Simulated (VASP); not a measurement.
Here is a VASP 6.6.1 calculation.

The input INCAR:

```
ALGO = Normal ; EDIFF = 1E-7
ENCUT = 520 ; GGA = CA
ISIF = 2 ; ISMEAR = 0
LASPH = T ; LCHARG = F
LREAL = F ; LWAVE = F
NBANDS = 16 ; NELM = 100
PREC = Accurate ; SIGMA = 0.15
```

The input KPOINTS:

```
k-points
0
Gamma
  10 10 14
```

Contents of POSCAR:

```
Al2Cu
1.0
    3.7593000000      0.0000000000      0.0000000000
    0.0000000000      3.7593000000      0.0000000000
    0.0000000000      0.0000000000      2.6709000000
Al Cu
2 1
Direct
    0.5000000000      0.0000000000      0.5000000000
    0.0000000000      0.5000000000      0.5000000000
    0.0000000000      0.0000000000      0.0000000000
```

Potentials or basis: VASP PAW LDA potentials, release 64 (Al, Cu).

Launch:

```sh
$ cat potpaw_LDA.64/Al/POTCAR potpaw_LDA.64/Cu/POTCAR > POTCAR
$ mpirun -np 1 vasp_std > vasp.out
```

**Question.** Predict the pressure.

**Answer.** 33.4 GPa.

Stress tensor (GPa, compression positive):
```
34.31  0.00  0.00
 0.00 34.31  0.00
 0.00  0.00 31.68
```
